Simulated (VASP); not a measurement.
# TiAl2 (Cmmm) in VASP: a series of runs, part 2 of 3

VASP 6.6.1.

**3. Relaxation of shape and atoms at fixed volume, PBEsol (13.70 Å³/atom)**

The input, INCAR:

```
  ALGO = Fast
  EDIFF = 1E-7
  EDIFFG = -0.01
  ENCUT = 600
  GGA = PS
  IBRION = 2
  ISIF = 4
  ISMEAR = 0
  LASPH = True
  LCHARG = False
  LREAL = False
  LWAVE = False
  NELM = 100
  NSW = 50
  PREC = Accurate
  SIGMA = 0.1
```

The input, KPOINTS:

```
k-points
0
Gamma
  10 10 10
```

The input, POSCAR:

```
TiAl2
1.0
    1.8699109559     -5.7787942216      0.0000000000
    1.8699109559      5.7787942216      0.0000000000
    0.0000000000      0.0000000000      3.8022289580
Ti Al
2 4
Direct
    0.6568880948      0.3431119052      0.0000000000
    0.3431119052      0.6568880948      0.0000000000
    0.0000000000      0.0000000000      0.0000000000
    0.8280989984      0.1719010016      0.5000000000
    0.1719010016      0.8280989984      0.5000000000
    0.5000000000      0.5000000000      0.5000000000
```

Potentials or basis: VASP PAW PBE potentials, release 64 (Ti_sv, Al).

The run is started by

```
$ cat potpaw_PBE.64/Ti_sv/POTCAR potpaw_PBE.64/Al/POTCAR > POTCAR
$ mpirun -np 1 vasp_std > vasp.out
```

OUTCAR:

```text
EDIFF = 1E-7
   EDIFFG = -0.01
   ENCUT = 600
   GGA = PS
   IBRION = 2
   ISIF = 4
   ISMEAR = 0
   LASPH = True
   LREAL = False
   NELM = 100
   NSW = 50
   PREC = Accurate

 ion  position               nearest neighbor table
   1  0.657  0.343  0.000-   3 2.60   3 2.60   6 2.63   6 2.63   5 2.67   5 2.67   5 2.67   5 2.67
                             4 2.74   4 2.74   2 2.85   2 2.85
   2  0.343  0.657  0.000-   3 2.60   3 2.60   6 2.63   6 2.63   4 2.67   4 2.67   4 2.67   4 2.67
                             5 2.74   5 2.74   1 2.85   1 2.85
   3  0.000  0.000  0.000-   1 2.60   2 2.60   1 2.60   2 2.60   6 2.67   6 2.67   6 2.67   6 2.67
                             4 2.75   4 2.75   5 2.75   5 2.75
   4  0.828  0.172  0.500-   5 2.60   5 2.60   2 2.67   2 2.67   2 2.67   2 2.67   6 2.73   6 2.73
                             1 2.74   1 2.74   3 2.75   3 2.75
   5  0.172  0.828  0.500-   4 2.60   4 2.60   1 2.67   1 2.67   1 2.67   1 2.67   6 2.73   6 2.73
                             2 2.74   2 2.74   3 2.75   3 2.75
   6  0.500  0.500  0.500-   1 2.63   2 2.63   1 2.63   2 2.63   3 2.67   3 2.67   3 2.67   3 2.67
                             5 2.73   4 2.73   5 2.73   4 2.73

  LATTYP: Found a base centered orthorhombic cell.
 ALAT       =     3.7398219118
 B/A-ratio  =     3.0904114463
 C/A-ratio  =     1.0166871706

  Lattice vectors:

 A1 = (   1.8699109559,  -5.7787942216,   0.0000000000)
[... 193 lines left out ...]
  Direction    XX          YY          ZZ          XY          YZ          ZX
  --------------------------------------------------------------------------------------
  -------------------------------------------------------------------------------------
  Total        9.7887247      9.8104311      9.6998155      0.0000000      0.0000000      0.0000000
  in kB      190.8579608    191.2811862    189.1244325      0.0000000      0.0000000      0.0000000
  external PRESSURE =     190.4211932 kB  Pullay stress =       0.0000000 kB
[... 147 lines left out ...]
--------------------------------------- Ionic step        5  -------------------------------------------

 number of electron      36.0000001 magnetization

 Free energy of the ion-electron system (eV)
  ---------------------------------------------------
  ext. energy  EPLUGINS =         0.00000000
  ---------------------------------------------------
  free energy    TOTEN  =       -35.04775255 eV

  energy without entropy =      -35.03518875  energy(sigma->0) =      -35.04147065

 E-fermi :  10.0620     XC(G=0): -11.5801

 val. band max:       10.0477232825   @ k =  -0.1000   0.1000   0.2000
 cond. band min:      10.0623364361   @ k =   0.4000  -0.0000   0.3000
 fundamental gap:      0.0146131536
 Fermi energy:        10.0619703676

 k-point     1 :       0.0000    0.0000    0.0000
  band No.  band energies     occupation
      1     -46.0389      2.00000
      2     -45.9834      2.00000
      3     -22.5457      2.00000
      4     -22.5418      2.00000
      5     -22.4947      2.00000
      6     -22.4880      2.00000
[... 589 lines left out ...]
     21      10.9013      0.00000
     22      12.2322      0.00000

 [... further k-points ...]
[... 5 lines left out ...]
  --------------------------------------------------------------------------------------
  -------------------------------------------------------------------------------------
  Total        9.7425921      9.7267314      9.7757110     -0.0000000      0.0000000      0.0000000
  in kB      189.9584790    189.6492318    190.6042243     -0.0000000      0.0000000      0.0000000
  external PRESSURE =     190.0706450 kB  Pullay stress =       0.0000000 kB
[... 21 lines left out ...]
  FREE ENERGIE OF THE ION-ELECTRON SYSTEM (eV)
  ---------------------------------------------------
  free  energy   TOTEN  =       -35.0477525496 eV

  energy  without entropy=      -35.0351887478  energy(sigma->0) =      -35.04147065

 reached required accuracy - stopping structural energy minimisation
```

OSZICAR:

```text
N       E                     dE             d eps       ncg     rms          rms(c)
DAV:   1     0.363745365017E+03    0.36375E+03   -0.18581E+04  8216   0.187E+03
DAV:   2     0.668316327232E+01   -0.35706E+03   -0.35278E+03  8204   0.512E+02
DAV:   3    -0.348129847735E+02   -0.41496E+02   -0.40853E+02 14696   0.140E+02
[... 131 lines left out ...]
RMM:   3    -0.350477517706E+02   -0.53154E-06   -0.33056E-05 10434   0.613E-02    0.448E-03
RMM:   4    -0.350477520870E+02   -0.31644E-06   -0.81948E-06 11409   0.275E-02    0.158E-03
RMM:   5    -0.350477523486E+02   -0.26158E-06   -0.32587E-06 11659   0.152E-02    0.836E-04
RMM:   6    -0.350477524859E+02   -0.13730E-06   -0.14713E-06  8762   0.791E-03    0.282E-04
RMM:   7    -0.350477525496E+02   -0.63700E-07   -0.74588E-07  7809   0.510E-03
   5 F= -.35047753E+02 E0= -.35041471E+02  d E =-.632457E-03
```

CONTCAR:

```text
TiAl2
   1.00000000000000
     1.8704235748703908   -5.7819125500405546    0.0000000000000000
     1.8704235748703908    5.7819125500405546    0.0000000000000000
     0.0000000000000000    0.0000000000000000    3.7991368233027849
  Ti              Al
     2     4
Direct
     0.6570712654308942    0.3429287345691058    0.0000000000000000
     0.3429287345691058    0.6570712654308942    0.0000000000000000
     0.0000000000000000    0.0000000000000000    0.0000000000000000
     0.8284562398082053    0.1715437601917946    0.5000000000000000
     0.1715437601917946    0.8284562398082053    0.5000000000000000
     0.5000000000000000    0.5000000000000000    0.5000000000000000

  0.00000000E+00  0.00000000E+00  0.00000000E+00
  0.00000000E+00  0.00000000E+00  0.00000000E+00
  0.00000000E+00  0.00000000E+00  0.00000000E+00
  0.00000000E+00  0.00000000E+00  0.00000000E+00
  0.00000000E+00  0.00000000E+00  0.00000000E+00
  0.00000000E+00  0.00000000E+00  0.00000000E+00
```

Run time: 36 min. Hardware: 1 thread of Intel Xeon 6975P-C (Granite Rapids), shared host; peak memory 0.55 GiB.

What came out:

- Free energy: -35.0478 eV
- Energy gained by relaxing: 0.1 meV/atom
- Ionic steps: 5
- Pressure after relaxing: 19.0 GPa
- Largest force after relaxing: 0.007 eV/Å
- Band gap on the k mesh: zero (bands 18 and 19 overlap by 1.80 eV)

Forces on the atoms (eV/Å):
```
Ti   0.000  0.001  0.000
Ti   0.000 -0.001  0.000
Al   0.000  0.000  0.000
Al   0.000 -0.007  0.000
Al   0.000  0.007  0.000
Al   0.000  0.000  0.000
```

The path:
| step | energy change (eV) | largest force (eV/Å) | pressure (GPa) | volume (Å³) |
| --- | --- | --- | --- | --- |
| 1 | 0.0000 | 0.0563 | 19.04 | 82.17 |
| 2 | -0.0006 | 0.0241 | 19.02 | 82.17 |
| 3 | -0.0006 | 0.0217 | 19.02 | 82.17 |
| 4 | -0.0006 | 0.0169 | 19.01 | 82.17 |
| 5 | -0.0006 | 0.0074 | 19.01 | 82.17 |

Final structure:
```
CELL_PARAMETERS angstrom
1.87042 -5.78191 0.00000
1.87042 5.78191 0.00000
0.00000 0.00000 3.79914
ATOMIC_POSITIONS crystal
Ti 0.65707 0.34293 0.00000
Ti 0.34293 0.65707 0.00000
Al 0.00000 0.00000 0.00000
Al 0.82846 0.17154 0.50000
Al 0.17154 0.82846 0.50000
Al 0.50000 0.50000 0.50000
```

Caveat: the PAW data sets were made with another functional, which shifts forces and pressure a little.

**4. Single point, PBEsol (uniaxial strain along a: -2.0 %, then relaxed in part)**

The input, INCAR:

```
SYSTEM = TiAl2
  PREC = Accurate
  ENCUT = 520
  EDIFF = 1E-6
  ISMEAR = 0
  SIGMA = 0.1
  LREAL = .FALSE.
  LASPH = .TRUE.
  NELM = 80
  ALGO = Fast
  ISIF = 2
  LWAVE = .FALSE.
  LCHARG = .FALSE.
  GGA = PS
  NBANDS = 48
```

The input, KPOINTS:

```
regular mesh
0
G
  10 4 10
  0 0 0
```

The input, POSCAR:

```
TiAl2
1.0
    3.8226545223      0.0000000000      0.0000000000
    0.0000000000     12.1012931455      0.0000000000
    0.0000000000      0.0000000000      3.9986059254
Ti Al
4 8
Direct
    0.5000000000      0.8433351452      0.0000000000
    0.0000000000      0.6566648548      0.0000000000
    0.0000000000      0.3433351452      0.0000000000
    0.5000000000      0.1566648548      0.0000000000
    0.0000000000      0.0000000000      0.0000000000
    0.5000000000      0.6725771232      0.5000000000
    0.0000000000      0.8274228768      0.5000000000
    0.5000000000      0.0000000000      0.5000000000
    0.5000000000      0.5000000000      0.0000000000
    0.0000000000      0.1725771232      0.5000000000
    0.5000000000      0.3274228768      0.5000000000
    0.0000000000      0.5000000000      0.5000000000
```

Potentials or basis: VASP PAW PBE potentials, release 64 (Ti_sv, Al).

The run is started by

```
$ cat potpaw_PBE.64/Ti_sv/POTCAR potpaw_PBE.64/Al/POTCAR > POTCAR
$ mpirun -np 1 vasp_std > vasp.out
```

OUTCAR:

```text
SYSTEM = TiAl2
   PREC = Accurate
   ENCUT = 520
   EDIFF = 1E-6
   ISMEAR = 0
   LREAL = .FALSE.
   LASPH = .TRUE.
   NELM = 80
   ISIF = 2
   GGA = PS

 ion  position               nearest neighbor table
   1  0.500  0.843  0.000-   5 2.69   5 2.69   8 2.76   8 2.76   7 2.77   7 2.77   7 2.77   7 2.77
                             6 2.88   6 2.88
   2  0.000  0.657  0.000-   9 2.69   9 2.69  12 2.76  12 2.76   6 2.77   6 2.77   6 2.77   6 2.77
                             7 2.88   7 2.88
   3  0.000  0.343  0.000-   9 2.69   9 2.69  12 2.76  12 2.76  11 2.77  11 2.77  11 2.77  11 2.77
                            10 2.88  10 2.88
   4  0.500  0.157  0.000-   5 2.69   5 2.69   8 2.76   8 2.76  10 2.77  10 2.77  10 2.77  10 2.77
                            11 2.88  11 2.88
   5  0.000  0.000  0.000-   1 2.69   4 2.69   1 2.69   4 2.69   8 2.77   8 2.77   8 2.77   8 2.77
                            10 2.89   7 2.89   7 2.89  10 2.89
   6  0.500  0.673  0.500-   7 2.68   7 2.68   2 2.77   2 2.77   2 2.77   2 2.77  12 2.83  12 2.83
                             1 2.88   1 2.88   9 2.89   9 2.89
   7  0.000  0.827  0.500-   6 2.68   6 2.68   1 2.77   1 2.77   1 2.77   1 2.77   8 2.83   8 2.83
                             2 2.88   2 2.88   5 2.89   5 2.89
   8  0.500  0.000  0.500-   1 2.76   4 2.76   1 2.76   4 2.76   5 2.77   5 2.77   5 2.77   5 2.77
                            10 2.83   7 2.83  10 2.83   7 2.83
   9  0.500  0.500  0.000-   2 2.69   3 2.69   2 2.69   3 2.69  12 2.77  12 2.77  12 2.77  12 2.77
                             6 2.89   6 2.89  11 2.89  11 2.89
  10  0.000  0.173  0.500-  11 2.68  11 2.68   4 2.77   4 2.77   4 2.77   4 2.77   8 2.83   8 2.83
                             3 2.88   3 2.88   5 2.89   5 2.89
  11  0.500  0.327  0.500-  10 2.68  10 2.68   3 2.77   3 2.77   3 2.77   3 2.77  12 2.83  12 2.83
                             4 2.88   4 2.88   9 2.89   9 2.89
  12  0.000  0.500  0.500-   2 2.76   3 2.76   2 2.76   3 2.76   9 2.77   9 2.77   9 2.77   9 2.77
                             6 2.83  11 2.83  11 2.83   6 2.83

  LATTYP: Found a simple orthorhombic cell.
 ALAT       =     3.8226545223
 B/A-ratio  =     1.0460285914
 C/A-ratio  =     3.1656779536

  Lattice vectors:

[... 191 lines left out ...]
   LEPSILON=     F    determine dielectric tensor
   LRPA    =     F    only Hartree local field effects (RPA)
 non-spin polarized calculation
 RMM-DIIS sequential band-by-band and
 Gauss-broadening in eV      SIGMA  =   0.10
  energy-cutoff  :      520.00
  volume of cell :      184.97
 maximum number of plane-waves:      5010
   NGX = 15   NGY = 45   NGZ = 15

 number of electron      72.0000000 magnetization

 Free energy of the ion-electron system (eV)
  ---------------------------------------------------
  ext. energy  EPLUGINS =         0.00000000
  ---------------------------------------------------
  free energy    TOTEN  =       -71.25972448 eV

  energy without entropy =      -71.23474951  energy(sigma->0) =      -71.24723700

 E-fermi :   8.7525     XC(G=0): -11.0751

 val. band max:        8.7474704227   @ k =   0.4000   0.2500   0.4000
 cond. band min:       8.7533414678   @ k =   0.4000   0.0000   0.3000
 fundamental gap:      0.0058710451
 Fermi energy:         8.7525058883

 k-point     1 :       0.0000    0.0000    0.0000
  band No.  band energies     occupation
      1     -47.6486      2.00000
      2     -47.6478      2.00000
      3     -47.6150      2.00000
      4     -47.6142      2.00000
      5     -24.1214      2.00000
      6     -24.1200      2.00000
[... 1213 lines left out ...]
     47      11.3888      0.00000
     48      11.3926      0.00000

 [... further k-points ...]
[... 5 lines left out ...]
  --------------------------------------------------------------------------------------
  -------------------------------------------------------------------------------------
  Total        4.1491615      0.1168101      0.1168341      0.0000000      0.0000000      0.0000000
  in kB       35.9389586      1.0117787      1.0119870      0.0000000      0.0000000      0.0000000
  external PRESSURE =      12.6542414 kB  Pullay stress =       0.0000000 kB

 VOLUME and BASIS-vectors are now :
 -----------------------------------------------------------------------------
  energy-cutoff  :      520.00
  volume of cell :      184.97
      direct lattice vectors                 reciprocal lattice vectors
     3.822654522  0.000000000  0.000000000     0.261598320  0.000000000  0.000000000
     0.000000000 12.101293145  0.000000000     0.000000000  0.082635797  0.000000000
     0.000000000  0.000000000  3.998605925     0.000000000  0.000000000  0.250087160

 POSITION                                       TOTAL-FORCE (eV/Angst)
 -----------------------------------------------------------------------------------
      1.91133     10.20545      0.00000        -0.000000     -0.005815     -0.000000
      0.00000      7.94649      0.00000         0.000000      0.005815     -0.000000
      0.00000      4.15480      0.00000         0.000000     -0.005815     -0.000000
      1.91133      1.89585      0.00000         0.000000      0.005815     -0.000000
      0.00000      0.00000      0.00000        -0.000000      0.000000     -0.000000
      1.91133      8.13905      1.99930         0.000000     -0.004994      0.000000
      0.00000     10.01289      1.99930        -0.000000      0.004994      0.000000
      1.91133      0.00000      1.99930        -0.000000      0.000000     -0.000000
      1.91133      6.05065      0.00000        -0.000000      0.000000     -0.000000
      0.00000      2.08841      1.99930        -0.000000     -0.004994     -0.000000
      1.91133      3.96224      1.99930        -0.000000      0.004994      0.000000
      0.00000      6.05065      1.99930        -0.000000      0.000000     -0.000000
 -----------------------------------------------------------------------------------
    total drift:                                0.000000      0.000000     -0.000000

  FREE ENERGIE OF THE ION-ELECTRON SYSTEM (eV)
  ---------------------------------------------------
  free  energy   TOTEN  =       -71.2597244811 eV

  energy  without entropy=      -71.2347495141  energy(sigma->0) =      -71.24723700
```

stdout:

```text
POSCAR found type information on POSCAR TiAl
 POSCAR found :  2 types and      12 ions
 scaLAPACK will be used
 -----------------------------------------------------------------------------
|                                                                             |
|                                                                             |
[... 41 lines left out ...]
WARNING in EDDRMM: call to ZHEGV failed, returncode =   8  4     16
WARNING in EDDRMM: call to ZHEGV failed, returncode =   6  3     15
WARNING in EDDRMM: call to ZHEGV failed, returncode =   8  4     39
WARNING in EDDRMM: call to ZHEGV failed, returncode =   8  4     24
WARNING in EDDRMM: call to ZHEGV failed, returncode =   8  4     15
WARNING in EDDRMM: call to ZHEGV failed, returncode =   6  3     45
WARNING in EDDRMM: call to ZHEGV failed, returncode =   6  3     46
WARNING in EDDRMM: call to ZHEGV failed, returncode =   8  4     45
```

Wall time 26 min (1 thread of AMD EPYC 9R45 (Zen 5), shared host); peak memory 0.73 GiB.

Results:

- Free energy: -71.2597 eV
- Pressure: 1.3 GPa
- Largest force: 0.006 eV/Å
- Band gap on the k mesh: zero (bands 36 and 37 overlap by 1.45 eV)

Forces on the atoms (eV/Å):
```
Ti   0.000 -0.006  0.000
Ti   0.000  0.006  0.000
Ti   0.000 -0.006  0.000
Ti   0.000  0.006  0.000
Al   0.000  0.000  0.000
Al   0.000 -0.005  0.000
Al   0.000  0.005  0.000
Al   0.000  0.000  0.000
Al   0.000  0.000  0.000
Al   0.000 -0.005  0.000
Al   0.000  0.005  0.000
Al   0.000  0.000  0.000
```

Stress tensor (GPa, compression positive):
```
3.59 0.00 0.00
0.00 0.10 0.00
0.00 0.00 0.10
```

Caveat: the cell differs from its parent crystal (uniaxial strain along a: -2.0 %, then relaxed in part); the PAW data sets were made with another functional, which shifts forces and pressure a little.

[end of part 2 of 3]
